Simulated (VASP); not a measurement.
# Si12O23 (a cell with a defect) in VASP: a series of runs, part 3 of 3

VASP 6.6.1. Earlier steps stand in the parts before.

### 5 Single point, PBE

INCAR reads:

```
SYSTEM = Si12O23
PREC = Accurate ; ENCUT = 520
EDIFF = 1E-6 ; ISMEAR = -1
SIGMA = 0.02 ; LREAL = Auto
LASPH = .TRUE. ; NELM = 80
ALGO = Normal ; ISIF = 2
LWAVE = .FALSE. ; LCHARG = .FALSE.
GGA = PE ; NBANDS = 116
```

KPOINTS reads:

```
regular mesh
0
G
  2 2 2
  0 0 0
```

POSCAR reads:

```
Si12O23
1.0
   -2.4605000000      4.2617110000      5.4163000000
    4.9210000000      0.0000000000      5.4163000000
    4.9210000000      8.5234220000      0.0000000000
Si O
12 23
Direct
    0.1599817437      0.6566482436      0.9136608563
    0.3712033659      0.8204965030      0.0563892686
    0.2656546843      0.2387756463      0.1318119072
    0.1923673870      0.6583567236      0.4024784636
    0.3136549804      0.8521777836      0.5777074184
    0.2470923799      0.2583142630      0.6416692364
    0.6792864080      0.1565926977      0.1593158995
    0.8230861055      0.3369090942      0.3257642166
    0.7524450460      0.7481745651      0.3924047959
    0.6764902567      0.1511282283      0.6622099706
    0.8144554031      0.3493054668      0.8254727326
    0.7159395818      0.7493090197      0.9076254125
    0.2677352100      0.4309807031      0.9890449998
    0.3188835853      0.0500021855      0.0637818140
    0.7294499677      0.3275177040      0.2014988873
    0.4389697902      0.1974063337      0.2132498680
    0.0629152260      0.2764228831      0.2620810620
    0.7645824024      0.1780188198      0.9805601278
    0.2904531715      0.4368507075      0.4917319034
    0.2149449176      0.0770913433      0.5983628266
    0.7359205819      0.3211183561      0.6999238288
    0.4362339875      0.1828188715      0.7125519324
    0.0532608003      0.3326712936      0.7682045851
    0.7621972369      0.1737272873      0.4832319286
    0.7782826021      0.9326233669      0.2435988120
    0.7346109720      0.5623932560      0.3461083283
    0.2336111330      0.8308125511      0.4499987053
    0.9520622259      0.6816609800      0.4507863085
    0.5572596467      0.8119130358      0.5230969948
    0.2956166594      0.6806280095      0.2248736752
    0.7657257583      0.9304369358      0.7569457564
    0.7020068758      0.5688486898      0.8514183124
    0.2294773134      0.8135431988      0.9599020217
    0.9166777492      0.6830517710      0.9709249821
    0.2431414718      0.6907346060      0.7332496637
```

Potentials or basis: VASP PAW PBE potentials, release 64 (Si, O).

Run with:

```bash
cat potpaw_PBE.64/Si/POTCAR potpaw_PBE.64/O/POTCAR > POTCAR
mpirun -np 1 vasp_std > vasp.out
```

OUTCAR:

```text
SYSTEM = Si12O23
   PREC = Accurate
   ENCUT = 520
   EDIFF = 1E-6
   ISMEAR = -1
   LREAL = Auto
   LASPH = .TRUE.
   NELM = 80
   ISIF = 2
   GGA = PE

 ion  position               nearest neighbor table
   1  0.160  0.657  0.914-  13 1.62  35 1.63  33 1.63  34 1.64   2 3.10   5 3.10  12 3.12   3 3.12

   2  0.371  0.820  0.056-  14 1.62  33 1.65  30 1.65  12 2.44   1 3.10
   3  0.266  0.239  0.132-  14 1.62  16 1.62  17 1.62  13 1.62   7 2.98   1 3.12
   4  0.192  0.658  0.402-  19 1.62  27 1.62  28 1.63  30 1.63   5 3.04   6 3.09   9 3.10
   5  0.314  0.852  0.578-  20 1.62  27 1.62  35 1.63  29 1.64   4 3.04   6 3.10   1 3.10   9 3.10

   6  0.247  0.258  0.642-  22 1.61  23 1.62  19 1.63  20 1.63  10 3.04  11 3.06   4 3.09   5 3.10

   7  0.679  0.157  0.159-  16 1.61  15 1.62  25 1.62  18 1.63   3 2.98   8 3.01  11 3.06   9 3.11
[... 30 lines left out ...]
  34  0.917  0.683  0.971-   1 1.64  12 1.65
  35  0.243  0.691  0.733-   5 1.63   1 1.63

  LATTYP: Found a base centered monoclinic cell.
 ALAT       =    11.8979604831
 B/A-ratio  =     0.7163767295
 C/A-ratio  =     0.8272005940
[... 235 lines left out ...]
 Fermi energy:         2.0267790610

 k-point     1 :       0.0000    0.0000    0.0000
  band No.  band energies     occupation
      1     -18.2910      2.00000
      2     -17.8391      2.00000
      3     -17.7786      2.00000
      4     -17.6353      2.00000
      5     -17.3825      2.00000
      6     -17.2842      2.00000
[... 853 lines left out ...]
    104      10.1825      0.00000
    105      10.2331      0.00000
 [bands above 105 left out]

------------------------ aborting loop because EDIFF is reached ----------------------------------------

  FORCE on cell =-STRESS in cart. coord.  units (eV):
  Direction    XX          YY          ZZ          XY          YZ          ZX
  --------------------------------------------------------------------------------------
  -------------------------------------------------------------------------------------
  Total        3.4215625      8.0349740      5.5307335     -0.8808088      3.7922890      5.0802391
  in kB       12.0652129     28.3331587     19.5026333     -3.1059337     13.3724796     17.9140866
  external PRESSURE =      19.9670016 kB  Pullay stress =       0.0000000 kB

 VOLUME and BASIS-vectors are now :
 -----------------------------------------------------------------------------
  energy-cutoff  :      520.00
  volume of cell :      454.36
      direct lattice vectors                 reciprocal lattice vectors
    -2.460500000  4.261711000  5.416300000    -0.101605365  0.058661885  0.092313941
     4.921000000  0.000000000  5.416300000     0.101605365 -0.058661885  0.092313941
     4.921000000  8.523422000  0.000000000     0.050802682  0.087992827 -0.046156971

 POSITION                                       TOTAL-FORCE (eV/Angst)
 -----------------------------------------------------------------------------------
      7.33386      8.46931      4.42311         0.016215     -0.013702      0.025729
      3.40181      2.06259      6.45460        -0.038590     -0.003077      0.098511
      1.17002      2.25563      2.73215         0.107034      0.009104      0.032885
      4.74705      4.25031      4.60778        -0.081643     -0.028839      0.047808
      6.26472      6.26075      6.31450        -0.019403     -0.012369      0.007918
      3.82085      6.52225      2.73743        -0.008420     -0.009475     -0.001744
[... 27 lines left out ...]
      5.88373     12.18222      8.66462         0.026367      0.001446      0.012847
      6.40918      7.28599      5.05815         0.026885     -0.028390     -0.004578
 -----------------------------------------------------------------------------------
    total drift:                                0.003474      0.017545     -0.009759

  FREE ENERGIE OF THE ION-ELECTRON SYSTEM (eV)
  ---------------------------------------------------
  free  energy   TOTEN  =      -274.1017089461 eV

  energy  without entropy=     -274.1017089461  energy(sigma->0) =     -274.10170895
```

Wall time 9.8 min (1 thread of Intel Xeon Platinum 8488C (Sapphire Rapids), shared host); peak memory 0.63 GiB.

Results:

```
Free energy            : -274.1017 eV
Pressure               : 2.0 GPa
Largest force          : 0.540 eV/Å
Band gap on the k mesh : 5.55 eV
```

Forces in eV/Å, atoms in the order of the input:
```
Si   0.016 -0.014  0.026
Si  -0.039 -0.003  0.099
Si   0.107  0.009  0.033
Si  -0.082 -0.029  0.048
Si  -0.019 -0.012  0.008
Si  -0.008 -0.009 -0.002
Si  -0.037  0.019  0.024
Si  -0.003  0.023  0.006
Si  -0.019  0.031  0.007
Si  -0.023 -0.006 -0.020
Si  -0.021 -0.010 -0.014
Si   0.029  0.018 -0.047
O    0.077  0.014  0.034
O    0.402 -0.157 -0.324
O   -0.056  0.015  0.041
O   -0.001 -0.001  0.055
O    0.032  0.039 -0.004
O   -0.023 -0.017 -0.035
O   -0.013 -0.001  0.003
O   -0.032 -0.008  0.019
O   -0.031  0.002 -0.014
O   -0.008 -0.009 -0.001
O   -0.026 -0.023 -0.026
O   -0.012  0.011 -0.018
O    0.012 -0.010 -0.022
O   -0.015  0.042  0.005
O   -0.067  0.004  0.035
O   -0.054 -0.027  0.066
O   -0.026  0.029 -0.008
O   -0.113  0.043  0.058
O    0.049  0.007 -0.058
O   -0.006  0.050 -0.033
O   -0.044  0.008  0.051
O    0.026  0.001  0.013
O    0.027 -0.028 -0.005
```

Levels at points of the mesh, in eV from the valence-band top:
| k point | band 89 | band 90 | band 91 | band 92 | band 93 | band 94 | band 95 | band 96 | band 97 | band 98 |
| --- | --- | --- | --- | --- | --- | --- | --- | --- | --- | --- |
| (0.00, 0.00, 0.00) | -0.75 | -0.73 | -0.60 | -0.58 | -0.06 | 5.55 | 6.18 | 6.37 | 7.23 | 7.89 |
| (0.50, 0.00, 0.00) | -0.63 | -0.58 | -0.56 | -0.48 | -0.03 | 5.80 | 6.17 | 6.71 | 6.80 | 7.64 |
| (0.00, 0.50, 0.00) | -0.73 | -0.69 | -0.53 | -0.44 | -0.05 | 5.94 | 6.26 | 6.71 | 6.98 | 7.51 |
| (0.50, 0.50, 0.00) | -0.65 | -0.62 | -0.60 | -0.45 | 0.00 | 5.89 | 6.08 | 7.01 | 7.24 | 7.53 |
| (0.00, 0.00, 0.50) | -0.79 | -0.73 | -0.67 | -0.59 | -0.02 | 5.72 | 6.26 | 6.61 | 6.65 | 7.62 |
| (0.50, 0.00, 0.50) | -0.76 | -0.66 | -0.61 | -0.55 | -0.04 | 5.88 | 6.12 | 6.89 | 7.07 | 7.19 |
| (0.00, 0.50, 0.50) | -0.74 | -0.64 | -0.52 | -0.44 | -0.02 | 6.11 | 6.23 | 6.58 | 6.98 | 7.55 |
| (0.50, 0.50, 0.50) | -0.65 | -0.59 | -0.56 | -0.46 | -0.01 | 5.85 | 6.16 | 7.02 | 7.23 | 7.47 |

Caveat: the k points lie up to 0.47 Å⁻¹ apart.

### 6 Single point, PBE

INCAR reads:

```
PREC = Accurate
ENCUT = 520
EDIFF = 1E-6
ISMEAR = -1
SIGMA = 0.02
LREAL = Auto
LASPH = T
NELM = 60
ALGO = Normal
ISIF = 2
LWAVE = F
LCHARG = F
GGA = PE
NBANDS = 116
```

KPOINTS reads:

```
regular mesh
0
Gamma
  2 2 2
```

POSCAR reads:

```
Si12O23
1.0
   -2.4605000000      4.2617110000      5.4163000000
    4.9210000000      0.0000000000      5.4163000000
    4.9210000000      8.5234220000      0.0000000000
Si O
12 23
Direct
    0.1850737915      0.6468788330      0.9184186805
    0.3157937811      0.8797760728      0.0765248006
    0.2512581126      0.2061515582      0.1209560594
    0.1789570006      0.6640703428      0.4161021221
    0.3186791603      0.8541153673      0.5819202096
    0.2572986483      0.2610954584      0.6453585802
    0.6687736018      0.1444830495      0.1565607317
    0.8083015168      0.3363215654      0.3173118185
    0.7566604988      0.7443135979      0.3836384763
    0.6885030771      0.1553405062      0.6585507397
    0.8210846176      0.3553535413      0.8245088244
    0.7529038319      0.7553608506      0.8905417868
    0.2833155573      0.4130799525      0.9900385048
    0.5588957115     -0.1586313244      0.0114587778
    0.6853394266      0.3231558562      0.2121216604
    0.4351912858      0.1404167862      0.2009754428
    0.0460118339      0.2669739682      0.2453131924
    0.7682481216      0.1832283475      0.9776274751
    0.2942016982      0.4426118092      0.4954357987
    0.2273821611      0.0794370697      0.6020971322
    0.7477518395      0.3252400553      0.6967455982
    0.4470025688      0.1832082763      0.7177319433
    0.0617191665      0.3342079424      0.7720883407
    0.7577170792      0.1813383646      0.4801572407
    0.7946330118      0.9307799084      0.2373742321
    0.7383960522      0.5643977370      0.3312818985
    0.2022586297      0.8335665647      0.4763392184
    0.9437498368      0.6676197328      0.4579369576
    0.5574927464      0.8164603212      0.5069584763
    0.2723464536      0.7149989667      0.2375414619
    0.7968779813      0.9326358934      0.7389981795
    0.7106559352      0.5766016022      0.8500559732
    0.2251830475      0.8165995347      0.9717765857
    0.9443268855      0.6726457711      0.9608655684
    0.2811819386      0.6869330107      0.7395541179
```

Potentials or basis: VASP PAW PBE potentials, release 64 (Si, O).

Run with:

```bash
cat potpaw_PBE.64/Si/POTCAR potpaw_PBE.64/O/POTCAR > POTCAR
mpirun -np 1 vasp_std > vasp.out
```

It took 20 min on 1 thread of Intel Xeon 8259CL, shared host; peak memory 0.64 GiB.

Results (log left out):

- Free energy: -274.2378 eV
- Pressure: 1.6 GPa
- Largest force: 0.043 eV/Å
- Band gap on the k mesh: 5.49 eV

Forces on the atoms (eV/Å):
```
Si  -0.013  0.012  0.001
Si   0.039 -0.004  0.018
Si  -0.016  0.007 -0.026
Si  -0.019 -0.010 -0.002
Si   0.015  0.005  0.014
Si   0.002  0.008 -0.008
Si  -0.015 -0.004 -0.001
Si   0.006 -0.004  0.012
Si   0.005  0.006 -0.012
Si  -0.013  0.001  0.002
Si   0.007 -0.011 -0.008
Si   0.012  0.016  0.000
O    0.009 -0.004  0.001
O   -0.011 -0.012  0.007
O   -0.010 -0.005 -0.001
O   -0.011  0.020  0.009
O    0.009 -0.024 -0.008
O    0.009 -0.002  0.007
O    0.009  0.001 -0.002
O   -0.002  0.009  0.004
O   -0.015  0.005 -0.006
O   -0.007  0.003  0.001
O    0.004 -0.008 -0.001
O    0.012 -0.003  0.003
O    0.007  0.001 -0.003
O   -0.003  0.016  0.006
O   -0.008  0.010 -0.007
O   -0.005 -0.012  0.004
O   -0.008 -0.009 -0.006
O    0.016  0.013 -0.005
O    0.009  0.003 -0.003
O   -0.001  0.002  0.004
O   -0.014 -0.007 -0.007
O   -0.009 -0.013  0.007
O    0.008 -0.008  0.004
```

Stress tensor (GPa, compression positive):
```
 0.74  0.51 -1.24
 0.51  2.45  0.70
-1.24  0.70  1.53
```

Levels at points of the mesh, in eV from the valence-band top:
| k point | band 90 | band 91 | band 92 | band 93 | band 94 | band 95 | band 96 | band 97 |
| --- | --- | --- | --- | --- | --- | --- | --- | --- |
| (0.00, 0.00, 0.00) | -0.81 | -0.74 | -0.68 | -0.18 | 5.49 | 6.00 | 6.55 | 6.81 |
| (0.50, 0.00, 0.00) | -0.71 | -0.64 | -0.53 | -0.20 | 5.99 | 6.10 | 6.71 | 6.97 |
| (0.00, 0.50, 0.00) | -0.74 | -0.70 | -0.64 | 0.00 | 5.73 | 6.37 | 6.51 | 6.88 |
| (0.50, 0.50, 0.00) | -0.77 | -0.65 | -0.56 | 0.00 | 5.87 | 6.35 | 6.60 | 7.28 |
| (0.00, 0.00, 0.50) | -0.84 | -0.74 | -0.68 | -0.19 | 5.63 | 6.34 | 6.54 | 6.67 |
| (0.50, 0.00, 0.50) | -0.79 | -0.66 | -0.62 | -0.21 | 5.91 | 6.21 | 6.85 | 7.01 |
| (0.00, 0.50, 0.50) | -0.74 | -0.69 | -0.64 | -0.01 | 5.85 | 6.32 | 6.52 | 6.84 |
| (0.50, 0.50, 0.50) | -0.69 | -0.62 | -0.61 | -0.02 | 5.88 | 6.34 | 6.63 | 7.13 |

Caveat: the k points lie up to 0.47 Å⁻¹ apart.

### 7 Summary

| cell | gap on the mesh (eV) | pressure (GPa) | largest force (eV/Å) |
| --- | --- | --- | --- |
| as given, atomic positions A | 5.51 | 1.0 | 0.42 |
| as given, atomic positions B | 5.49 | 1.6 | 0.04 |
| as given, atomic positions C | 1.50 | 2.2 | 0.11 |
| as given, atomic positions D | 5.55 | 2.0 | 0.54 |

Alike in all rows: task single point; level PBE; potentials or basis VASP PAW PBE potentials, release 64 (Si, O); no spin polarisation; k mesh 2 × 2 × 2; cutoff (eV) 520; smearing fermi-dirac 0.02 eV.

Caveats: all runs use coarse meshes.

Total energies depend on the potentials used, so only differences within one code and one set of settings carry meaning.
